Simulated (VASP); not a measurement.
CaO, 2 atoms in the cell. Symmetry: Fm-3m, No. 225, cubic system. Conventional cell: a = 4.898 Å, b = 4.898 Å, c = 4.898 Å, α = 90.00°, β = 90.00°, γ = 90.00°. Within 3.2 Å of Ca (site symmetry m-3m) lie 6 O at 2.45 Å. O (site symmetry m-3m) has 6 Ca at 2.45 Å within 3.2 Å. 

- Program: VASP 6.6.1
- Task: electric field gradients
- Functional: PBE
- Potentials or basis: VASP PAW PBE potentials, release 64 (Ca_sv, O)
- Cutoff: 520 eV
- k mesh: 9 × 9 × 9
- Occupations: fermi-dirac, width 0.03 eV
- Spin: no spin polarisation
- Dipole correction: no
- Further INCAR settings: ALGO = Normal; EDIFF = 1e-08; NBANDS = 15

Potentials or basis: VASP PAW PBE potentials, release 64 (Ca_sv, O).

Run with:

```sh
$ cat potpaw_PBE.64/Ca_sv/POTCAR potpaw_PBE.64/O/POTCAR > POTCAR
$ mpirun -np 1 vasp_std > vasp.out
```

Hardware: 1 thread of Intel(R) Xeon(R) Platinum 8488C (Sapphire Rapids), with other jobs on the host.

Task: Estimate the wall time of this run.

Result: Run time: 13 s on 1 thread of Intel(R) Xeon(R) Platinum 8488C (Sapphire Rapids) (shared host), peak memory 0.16 GiB. Counts: scf iterations 16, k points 35.
